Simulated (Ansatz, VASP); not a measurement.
## Pt: VASP beside Ansatz

File INCAR:

```
SYSTEM = Pt
  ALGO = Normal
  EDIFF = 1E-6
  ENCUT = 520
  GGA = PE
  ISIF = 2
  ISMEAR = -1
  LASPH = .TRUE.
  LCHARG = .FALSE.
  LREAL = .FALSE.
  LWAVE = .FALSE.
  NBANDS = 11
  NELM = 60
  PREC = Accurate
  SIGMA = 0.05
```

The input KPOINTS:

```
k-points
0
G
  12 12 12
  0 0 0
```

Contents of POSCAR:

```
Pt
1.0
    0.0000000000      1.9867042750      1.9867042750
    1.9867042750      0.0000000000      1.9867042750
    1.9867042750      1.9867042750      0.0000000000
Pt
1
Direct
    0.0000000000      0.0000000000      0.0000000000
```

input.yaml

```yaml
crystal:
  lattice:
    - [0.0, 1.986704275, 1.986704275]
    - [1.986704275, 0.0, 1.986704275]
    - [1.986704275, 1.986704275, 0.0]
  atoms:
    - { symbol: Pt, position: [0.0, 0.0, 0.0] }
kpoints:
  mp_grid: { grid: [12, 12, 12] }
scf:
  occupations: { method: fermi_dirac, width: 0.05 }
hamiltonian:
  xc: pbe
  pseudopotentials: { kind: all_electron, lapw: { basis_error: 0.0005 } }
output:
  forces: true
  stress: true
  eigenvalues: true
```

Change from the starting cell: volume scaled by 1.04.

Alike in both runs: task single point; functional PBE; k mesh 12 × 12 × 12; occupations fermi-dirac, width 0.05 eV; no spin polarisation.

|  | VASP | Ansatz |
| --- | --- | --- |
| version | VASP 6.6.1 | Ansatz 0.2.0 |
| potentials or method | VASP PAW PBE potentials, release 64 (Pt), cutoff 520 eV | all-electron LAPW, scalar-relativistic |

|  | VASP | Ansatz | Ansatz less VASP |
| --- | --- | --- | --- |
| gap on the k mesh at the Fermi level (eV) | none | none | - |
| pressure (GPa) | -0.9 | -0.5 | +0.44 |

A gap of «none» marks a metal or a gap that the smearing closes. Ansatz ran all-electron here, and VASP with PAW potentials.

Spin-orbit coupling is off throughout.
